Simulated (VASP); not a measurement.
HfSiO4:

```xyz
6
Lattice="3.1936 -3.2899 0.0000 3.1936 3.2899 0.0000 0.0000 0.0000 2.9747" Properties=species:S:1:pos:R:3 pbc="T T T"
Hf    3.1936    0.0000    1.4873
Si    0.0000    0.0000    0.0000
O     3.1936   -2.1179    1.4873
O     4.6073    0.0000    0.0000
O     1.7800    0.0000    0.0000
O     3.1936    2.1179    1.4873
```

Base run:

```yaml
Program: VASP 6.6.1
Functional: PBE
Potentials_or_basis: VASP PAW PBE potentials, release 64 (Hf_pv, Si, O)
Cutoff: 600 eV
k_mesh: 6 × 6 × 10, shifted
Occupations: gaussian, width 0.02 eV
Spin: no spin polarisation
```

Its results: band gap on the k mesh 2.05 eV; pressure -1.9 GPa; largest force 0.233 eV/Å.

Problem. The run is repeated on the same cell with these changes: cutoff from 600 eV to 520 eV; k mesh from 6 × 6 × 10, shifted to 6 × 6 × 10, through Γ. What comes out?

Solution. Band gap on the k mesh 1.77 eV; pressure -1.6 GPa; largest force 0.232 eV/Å.

Caveats: spin-orbit coupling is left out, which moves the levels of the heavy elements; a shifted mesh leaves out Γ, where band edges can lie (at least some runs).

A k mesh can miss the band edges.
